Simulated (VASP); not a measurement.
# Zr in VASP: a series of runs

The runs below take Zr through single point, with PBE, PBE+U.

Program: VASP 6.6.1. These are calculated values, not measurements. Logs are shortened: lines on timing, memory, paths and dates and some standing lists are left out, and cuts for length are marked.

### Step 1. The cell of the first run

The structure is hexagonal, space group P6_3/mmc (No. 194). Conventional cell: a = 3.191 Å, b = 3.191 Å, c = 5.172 Å, α = 90.00°, β = 90.00°, γ = 120.00°. Within 4.2 Å of Zr (site symmetry -6m2) lie 12 Zr at 3.18 to 3.19 Å.

### Step 2. Single point, PBE (x and y stretched by -1.5 %, z held)

Input file INCAR:

```
PREC = Accurate
ENCUT = 520
EDIFF = 1E-6
ISMEAR = -1
SIGMA = 0.05
LREAL = F
LASPH = T
NELM = 100
ALGO = Normal
ISIF = 2
LWAVE = F
LCHARG = T
GGA = PE
LELF = T
LVHAR = T
NBANDS = 19
```

Input file KPOINTS:

```
Automatic mesh
0
Gamma
  12 12 7
```

Input file POSCAR:

```
Zr
1.0
    3.1906429419      0.0000000000      0.0000000000
   -1.5953214710      2.7631778421      0.0000000000
    0.0000000000      0.0000000000      5.1722200000
Zr
2
Direct
    0.3333333333      0.6666666667      0.2500000000
    0.6666666667      0.3333333333      0.7500000000
```

Potentials or basis: VASP PAW PBE potentials, release 64 (Zr_sv).

Run with:

```bash
$ cat potpaw_PBE.64/Zr_sv/POTCAR > POTCAR
$ mpirun -np 1 vasp_std > vasp.out
```

OUTCAR:

```text
PREC = Accurate
   ENCUT = 520
   EDIFF = 1E-6
   ISMEAR = -1
   LREAL = F
   LASPH = T
   NELM = 100
   ISIF = 2
   GGA = PE

 ion  position               nearest neighbor table
   1  0.333  0.667  0.250-   2 3.18   2 3.18   2 3.18   2 3.18   2 3.18   2 3.18
   2  0.667  0.333  0.750-   1 3.18   1 3.18   1 3.18   1 3.18   1 3.18   1 3.18

  LATTYP: Found a hexagonal cell.
 ALAT       =     3.1906429419
 C/A-ratio  =     1.6210588568

  Lattice vectors:

 A1 = (   3.1906429419,   0.0000000000,   0.0000000000)
 A2 = (  -1.5953214710,   2.7631778421,   0.0000000000)
 A3 = (   0.0000000000,   0.0000000000,   5.1722200000)

Analysis of symmetry for initial positions (statically):
=====================================================================
 Subroutine PRICEL returns:
 Original cell was already a primitive cell.

 Routine SETGRP: Setting up the symmetry group for a
 hexagonal supercell.

 Subroutine GETGRP returns: Found 24 space group operations
 (whereof 12 operations were pure point group operations)
 out of a pool of 24 trial point group operations.

The static configuration has the point symmetry D_3d.
 The point group associated with its full space group is D_6h.

Analysis of symmetry for dynamics (positions and initial velocities):
=====================================================================
 Subroutine PRICEL returns:
 Original cell was already a primitive cell.

 Routine SETGRP: Setting up the symmetry group for a
 hexagonal supercell.

 Subroutine GETGRP returns: Found 24 space group operations
 (whereof 12 operations were pure point group operations)
 out of a pool of 24 trial point group operations.

The dynamic configuration has the point symmetry D_3d.
 The point group associated with its full space group is D_6h.

 Subroutine INISYM returns: Found 24 space group operations
 (whereof 12 operations are pure point group operations),
 and found     1 'primitive' translations

----------------------------------------------------------------------------------------

                                     Primitive cell

  volume of cell :      45.5999

  direct lattice vectors                    reciprocal lattice vectors
     3.190642942  0.000000000  0.000000000     0.313416455  0.180951075  0.000000000
[... 75 lines left out ...]
   NGXF,Y,Z  is equivalent  to a cutoff of  25.01, 25.01, 25.71 a.u.
 SYSTEM =  unknown system
   PREC   = accura    normal or accurate (medium, high low for compatibility)
   ISTART =      0    job   : 0-new  1-cont  2-samecut
   ICHARG =      2    charge: 1-file 2-atom 10-const
   ISPIN  =      1    spin polarized calculation?
   LNONCOLLINEAR =      F non collinear calculations
   LSORBIT =      F    spin-orbit coupling
   LASPH  =      T    aspherical Exc in radial PAW
   ENCUT  =  520.0 eV  38.22 Ry    6.18 a.u.   5.93  5.93  9.62*2*pi/ulx,y,z
   NELM   =    100;   NELMIN=  2; NELMDL= -5     # of ELM steps
   EDIFF  = 0.1E-05   stopping-criterion for ELM
   LREAL  =      F    real-space projection
   EDIFFG = 0.1E-04   stopping-criterion for IOM
   NSW    =      0    number of steps for IOM
   IBRION =     -1    ionic relax: 0-MD 1-quasi-New 2-CG
   NFREE  =      0    steps in history (QN), initial steepest desc. (CG)
   ISIF   =      2    stress and relaxation
   ISYM   =      2    0-nonsym 1-usesym 2-fastsym
   POTIM  = 0.5000    time-step for ionic-motion
   TEBEG  =    0.0;   TEEND  =   0.0 temperature during run
   PSTRESS=    0.0 pullay stress
   NELECT =      24.0000    total number of electrons
   NUPDOWN=      -1.0000    fix difference up-down
   EMIN   =  10.00;   EMAX   =-10.00  energy-range for DOS
   EFERMI =   0.00;   METHOD = LEGACY
   ISMEAR =    -1;   SIGMA  =   0.05  broadening in eV -4-tet -1-fermi 0-gaus
   EFERMI_NEDOS =   21; number of points for ismear=-14 and -15
   IALGO  =     38    algorithm
   IMIX   =      4    mixing-type and parameters
     AMIX     =   0.40;   BMIX     =  1.00
     AMIX_MAG =   1.60;   BMIX_MAG =  1.00
  volume/ion in A,a.u.               =      22.80       153.86
  Fermi-wavevector in a.u.,A,eV,Ry     =   1.321774  2.497791 23.770558  1.747087
  Thomas-Fermi vector in A             =   2.451503
   LORBIT       =      0    0 simple, 1 ext, 2 COOP (PROOUT), +10 PAW based schemes
   GGA     = PE    functional components
   LHFCALC =     F    Hartree Fock is set to
   AEXX    =    0.0000 exact exchange contribution
   IVDW    =     0    specifies the selected vdW correction
   LEPSILON=     F    determine dielectric tensor
   LRPA    =     F    only Hartree local field effects (RPA)
 non-spin polarized calculation
  energy-cutoff  :      520.00
  volume of cell :       45.60
 maximum number of plane-waves:      1251
 NGX is ok and might be reduce to    24
   NGX = 11   NGY = 11   NGZ = 19

 number of electron      24.0000000 magnetization

 Free energy of the ion-electron system (eV)
  ---------------------------------------------------
  ext. energy  EPLUGINS =         0.00000000
  ---------------------------------------------------
  free energy    TOTEN  =       -17.03621549 eV

  energy without entropy =      -17.01789567  energy(sigma->0) =      -17.02705558

 E-fermi :   9.2276     XC(G=0): -11.1772

 val. band max:        9.2147106648   @ k =   0.1667   0.1667   0.4286
 cond. band min:       9.2277187369   @ k =   0.3333   0.3333   0.4286
 fundamental gap:      0.0130080721
 Fermi energy:         9.2276111555

 k-point     1 :       0.0000    0.0000    0.0000
  band No.  band energies     occupation
      1     -39.5637      2.00000
      2     -39.4063      2.00000
      3     -18.1041      2.00000
      4     -17.1775      2.00000
      5     -17.1775      2.00000
      6     -17.0657      2.00000
[... 505 lines left out ...]
      6     -17.3412      2.00000
[... 11 lines left out ...]
     18      13.1259      0.00000
     19      14.3922      0.00000

 [... further k-points ...]
[... 5 lines left out ...]
  --------------------------------------------------------------------------------------
  -------------------------------------------------------------------------------------
  Total        0.7816328      0.7816328      0.5551215     -0.0000000      0.0000000     -0.0000000
  in kB       27.4630867     27.4630867     19.5044917     -0.0000000      0.0000000     -0.0000000
  external PRESSURE =      24.8102217 kB  Pullay stress =       0.0000000 kB

 VOLUME and BASIS-vectors are now :
 -----------------------------------------------------------------------------
  energy-cutoff  :      520.00
  volume of cell :       45.60
      direct lattice vectors                 reciprocal lattice vectors
     3.190642942  0.000000000  0.000000000     0.313416455  0.180951075  0.000000000
    -1.595321471  2.763177842  0.000000000     0.000000000  0.361902149  0.000000000
     0.000000000  0.000000000  5.172220000     0.000000000  0.000000000  0.193340577

 POSITION                                       TOTAL-FORCE (eV/Angst)
 -----------------------------------------------------------------------------------
     -0.00000      1.84212      1.29306        -0.000000     -0.000000      0.000000
      1.59532      0.92106      3.87917         0.000000      0.000000      0.000000
 -----------------------------------------------------------------------------------
    total drift:                               -0.000000      0.000000     -0.000000

  FREE ENERGIE OF THE ION-ELECTRON SYSTEM (eV)
  ---------------------------------------------------
  free  energy   TOTEN  =       -17.0362154857 eV

  energy  without entropy=      -17.0178956684  energy(sigma->0) =      -17.02705558
```

OSZICAR:

```text
N       E                     dE             d eps       ncg     rms          rms(c)
DAV:   1     0.216203963043E+03    0.21620E+03   -0.13295E+04  2888   0.126E+03
DAV:   2    -0.143889409526E+01   -0.21764E+03   -0.21357E+03  3340   0.368E+02
DAV:   3    -0.172943455135E+02   -0.15855E+02   -0.15727E+02  5211   0.714E+01
DAV:   4    -0.177018785972E+02   -0.40753E+00   -0.40710E+00  3428   0.120E+01
DAV:   5    -0.177138249416E+02   -0.11946E-01   -0.11945E-01  4266   0.142E+00    0.149E+01
DAV:   6    -0.171400509295E+02    0.57377E+00   -0.89216E-01  3113   0.722E+00    0.594E+00
DAV:   7    -0.170296946319E+02    0.11036E+00   -0.58210E-01  4068   0.511E+00    0.112E+00
DAV:   8    -0.170361086512E+02   -0.64140E-02   -0.38375E-02  3788   0.149E+00    0.234E-01
DAV:   9    -0.170362511190E+02   -0.14247E-03   -0.13323E-03  3746   0.321E-01    0.305E-02
DAV:  10    -0.170362135055E+02    0.37614E-04   -0.37320E-05  3795   0.375E-02    0.212E-02
DAV:  11    -0.170362154805E+02   -0.19750E-05   -0.78941E-06  3163   0.306E-02    0.210E-03
DAV:  12    -0.170362154857E+02   -0.52150E-08   -0.25238E-07  1840   0.361E-03
   1 F= -.17036215E+02 E0= -.17027056E+02  d E =-.183198E-01
```

stdout:

```text
POSCAR found type information on POSCAR Zr
 POSCAR found :  1 types and       2 ions
 scaLAPACK will be used
 LDA part: xc-table for (Slater+PW92), standard interpolation
 POSCAR, INCAR and KPOINTS ok, starting setup
 FFT: planning ... GRIDC
 FFT: planning ... GRID_SOFT
 FFT: planning ... GRID
 WAVECAR not read
 entering main loop
```

It took 74 s on 1 thread of AMD EPYC 7R13, shared host; peak memory 0.16 GiB.

Results:

```yaml
Free_energy: -17.0362 eV
Pressure: 2.5 GPa
Band_gap_on_the_k_mesh: zero (bands 12 and 13 overlap by 1.12 eV)
```

Caveat: the cell differs from its parent crystal (x and y stretched by -1.5 %, z held).

### Step 3. Single point, PBE+U

Input file INCAR:

```
SYSTEM = Zr
PREC     = Accurate       ! precision mode
ENCUT    = 520            ! plane-wave cutoff, eV
EDIFF    = 1E-6           ! SCF threshold, eV
ISMEAR   = -1             ! smearing method
SIGMA    = 0.05           ! smearing width, eV
LREAL    = .False.        ! projectors in reciprocal space
LASPH    = .True.         ! aspherical terms in the spheres
NELM     = 150            ! most SCF steps
ALGO     = Normal         ! electronic algorithm
ISIF     = 2              ! what is computed and relaxed
LWAVE    = .False.        ! write WAVECAR
LCHARG   = .False.        ! write CHGCAR
LMAXMIX  = 4              ! l up to which the mixer works
LDAU     = .True.         ! DFT+U
LDAUTYPE = 2            
LDAUL    = 2              ! shell
LDAUU    = 6              ! U, eV
LDAUJ    = 0            
LDAUPRINT= 1            
GGA      = PE             ! functional
NBANDS   = 19             ! bands
```

Input file KPOINTS:

```
Automatic mesh
0
Gamma
  12 12 7
  0 0 0
```

POSCAR is that of step 2.

Potentials or basis: VASP PAW PBE potentials, release 64 (Zr_sv).

Run with:

```bash
$ cat potpaw_PBE.64/Zr_sv/POTCAR > POTCAR
$ mpirun -np 1 vasp_std > vasp.out
```

OUTCAR:

```text
SYSTEM = Zr
   PREC = Accurate
   ENCUT = 520
   EDIFF = 1E-6
   ISMEAR = -1
   LREAL = .False.
   LASPH = .True.
   NELM = 150
   ISIF = 2
   GGA = PE

 ion  position               nearest neighbor table
   1  0.333  0.667  0.250-   2 3.18   2 3.18   2 3.18   2 3.18   2 3.18   2 3.18
   2  0.667  0.333  0.750-   1 3.18   1 3.18   1 3.18   1 3.18   1 3.18   1 3.18

  LATTYP: Found a hexagonal cell.
 ALAT       =     3.1906429419
 C/A-ratio  =     1.6210588568

  Lattice vectors:

 A1 = (   3.1906429419,   0.0000000000,   0.0000000000)
 A2 = (  -1.5953214710,   2.7631778421,   0.0000000000)
 A3 = (   0.0000000000,   0.0000000000,   5.1722200000)

Analysis of symmetry for initial positions (statically):
=====================================================================
 Subroutine PRICEL returns:
 Original cell was already a primitive cell.

 Routine SETGRP: Setting up the symmetry group for a
 hexagonal supercell.

 Subroutine GETGRP returns: Found 24 space group operations
 (whereof 12 operations were pure point group operations)
 out of a pool of 24 trial point group operations.
[... 231 lines left out ...]
  free energy    TOTEN  =        -9.32513432 eV

  energy without entropy =       -9.31335898  energy(sigma->0) =       -9.31924665

 E-fermi :  10.1384     XC(G=0): -11.2479

 val. band max:       10.1302273497   @ k =   0.3333   0.1667   0.4286
 cond. band min:      10.1385184270   @ k =   0.3333   0.2500   0.2857
 fundamental gap:      0.0082910773
 Fermi energy:        10.1384001175

 k-point     1 :       0.0000    0.0000    0.0000
  band No.  band energies     occupation
      1     -40.1222      2.00000
      2     -39.9702      2.00000
      3     -18.5828      2.00000
      4     -17.6813      2.00000
      5     -17.6813      2.00000
      6     -17.5832      2.00000
[... 505 lines left out ...]
      6     -17.8388      2.00000
[... 11 lines left out ...]
     18      14.5666      0.00000
     19      16.1395      0.00000

 [... further k-points ...]

------------------------ aborting loop because EDIFF is reached ----------------------------------------

  FORCE on cell =-STRESS in cart. coord.  units (eV):
  Direction    XX          YY          ZZ          XY          YZ          ZX
  --------------------------------------------------------------------------------------
  -------------------------------------------------------------------------------------
  Total        5.9908294      5.9908294      5.0689104     -0.0000000      0.0000000      0.0000000
  in kB      210.4909848    210.4909848    178.0988711     -0.0000000      0.0000000      0.0000000
  external PRESSURE =     199.6936136 kB  Pullay stress =       0.0000000 kB

 VOLUME and BASIS-vectors are now :
 -----------------------------------------------------------------------------
  energy-cutoff  :      520.00
  volume of cell :       45.60
      direct lattice vectors                 reciprocal lattice vectors
     3.190642942  0.000000000  0.000000000     0.313416455  0.180951075  0.000000000
    -1.595321471  2.763177842  0.000000000     0.000000000  0.361902149  0.000000000
     0.000000000  0.000000000  5.172220000     0.000000000  0.000000000  0.193340577

 POSITION                                       TOTAL-FORCE (eV/Angst)
 -----------------------------------------------------------------------------------
     -0.00000      1.84212      1.29306        -0.000000      0.000000      0.000000
      1.59532      0.92106      3.87917         0.000000     -0.000000      0.000000
 -----------------------------------------------------------------------------------
    total drift:                               -0.000000      0.000000     -0.000000

  FREE ENERGIE OF THE ION-ELECTRON SYSTEM (eV)
  ---------------------------------------------------
  free  energy   TOTEN  =        -9.3251343181 eV

  energy  without entropy=       -9.3133589754  energy(sigma->0) =       -9.31924665
```

OSZICAR:

```text
N       E                     dE             d eps       ncg     rms          rms(c)
DAV:   1     0.224011357731E+03    0.22401E+03   -0.13283E+04  2888   0.126E+03
DAV:   2     0.595187734935E+01   -0.21806E+03   -0.21418E+03  3369   0.370E+02
DAV:   3    -0.984090613462E+01   -0.15793E+02   -0.15674E+02  5280   0.709E+01
DAV:   4    -0.102312457132E+02   -0.39034E+00   -0.39003E+00  3468   0.116E+01
DAV:   5    -0.102418398690E+02   -0.10594E-01   -0.10592E-01  4293   0.137E+00    0.123E+01
DAV:   6    -0.948781373309E+01    0.75403E+00   -0.10903E+00  3183   0.888E+00    0.475E+00
DAV:   7    -0.930832442991E+01    0.17949E+00   -0.82155E-01  3761   0.683E+00    0.167E+00
DAV:   8    -0.932484103866E+01   -0.16517E-01   -0.10660E-01  3934   0.201E+00    0.363E-01
DAV:   9    -0.932532764664E+01   -0.48661E-03   -0.37921E-03  3415   0.590E-01    0.757E-02
DAV:  10    -0.932512668257E+01    0.20096E-03   -0.21107E-04  3452   0.108E-01    0.483E-02
DAV:  11    -0.932513365457E+01   -0.69720E-05   -0.63453E-05  3857   0.723E-02    0.164E-02
DAV:  12    -0.932513431806E+01   -0.66349E-06   -0.37224E-06  3067   0.139E-02
   1 F= -.93251343E+01 E0= -.93192466E+01  d E =-.117753E-01
```

Run time: 74 s. Hardware: 1 thread of AMD EPYC 7R13, shared host; peak memory 0.16 GiB.

Results:

```
Free energy            : -9.3251 eV
Pressure               : 20.0 GPa
Band gap on the k mesh : zero (bands 12 and 13 overlap by 1.59 eV)
```

Stress tensor (GPa, compression positive):
```
21.05  0.00  0.00
 0.00 21.05  0.00
 0.00  0.00 17.81
```

Levels at points of the mesh, in eV from the Fermi level:
```csv
k point,band 8,band 9,band 10,band 11,band 12,band 13,band 14,band 15,band 16,band 17
"(0.00, 0.00, 0.00)",-27.69,-6.64,-3.37,0.14,1.22,1.29,1.29,2.02,2.02,2.99
"(0.50, 0.00, 0.00)",-27.81,-2.90,-2.59,-2.10,-0.78,0.79,1.19,1.49,5.79,6.19
```

Eigenvalues of the final occupation matrices:
| site | spin | trace | eigenvalues |
| --- | --- | --- | --- |
| site 1 d | 1 | 0.68 | 0.11 0.11 0.15 0.15 0.16 |
| site 1 d | 2 | 0.68 | 0.11 0.11 0.15 0.15 0.16 |
| site 2 d | 1 | 0.68 | 0.11 0.11 0.15 0.15 0.16 |
| site 2 d | 2 | 0.68 | 0.11 0.11 0.15 0.15 0.16 |

Caveat: the cell stands under pressure; U without spin polarisation on a metal has little footing; the U is typed as a test and isn't derived for this compound.

(Part 1 of 2 ends here.)
